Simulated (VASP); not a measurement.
H10CO6: single point with r2SCAN+D3(BJ)

H10CO6:

```xyz
17
Lattice="5.4815 0.0000 0.0000 0.0000 5.4815 0.0000 0.0000 0.0000 5.4815" Properties=species:S:1:pos:R:3 pbc="T T T"
O     4.7205    1.6895    3.1659
O     5.9718    2.4621    5.3464
O     4.9057    5.0587    1.0969
O     1.6529    3.9866    3.3326
O     2.1588    1.0322    1.7505
O     2.7239    0.2602   -0.2344
H     3.7848    1.7091    2.9848
H     4.9738    0.9476    2.6661
H     5.7548    1.7636    5.9559
H     5.5548    2.1701    4.5504
H     4.0856    4.9843    0.5734
H     5.1775    4.0781    1.2559
H     1.5953    3.8691    4.3068
H     1.1046    3.3791    2.7505
H     2.1616    0.1026    2.2179
H     2.8439    2.1501    0.3241
C     2.6687    1.1417    0.5656
```

```json
{
  "Program": "VASP 6.6.1",
  "Task": "single point",
  "Functional": "r2SCAN",
  "Dispersion": "D3(BJ)",
  "Potentials or basis": "VASP PAW PBE potentials, release 64 (O, H, C)",
  "Cutoff": "520 eV",
  "k mesh": "1 × 1 × 1",
  "Occupations": "fermi-dirac, width 0.02 eV",
  "Spin": "no spin polarisation"
}
```

The pressure is 1.2 GPa, the largest force is 3.488 eV/Å and the dispersion energy per atom is -0.020 eV.

Forces on the atoms (eV/Å):
```
O   -0.148  1.645  0.639
O    0.664  1.038  1.502
O    0.713 -2.386  0.774
O   -0.065  0.048 -1.566
O   -0.071 -1.121  3.302
O    0.911 -2.113 -1.610
H   -0.875  0.451  0.220
H    1.022 -2.160 -1.213
H   -0.091 -0.743  0.734
H   -0.905 -0.352 -1.702
H    0.301 -0.141 -0.102
H   -0.575  2.502 -0.641
H   -0.550 -0.378 -0.998
H    0.811  0.689  2.055
H   -0.408  1.104 -1.071
H    0.741  2.003 -0.427
C   -1.475 -0.087  0.104
```

Stress tensor (GPa, compression positive):
```
 1.39 -1.41 -1.02
-1.41 -0.39  2.99
-1.02  2.99  2.51
```

Levels at points of the mesh, in eV from the Fermi level:
```
           k point  band 21  band 22  band 23  band 24  band 25  band 26  band 27  band 28  band 29  band 30
(0.00, 0.00, 0.00)    -1.29    -1.05    -0.69    -0.58    -0.53     5.31     5.69     8.88     9.01     9.33
```

Run time: 94 s on 1 thread of Intel Xeon 8259CL, with other jobs on the host, peak memory 0.22 GiB.

Caveat: the k points lie up to 1.15 Å⁻¹ apart, too coarse for converged energies, forces and pressures; the atoms stand as in a frame of molecular dynamics; the PAW data sets were made with another functional, which shifts forces and pressure a little.
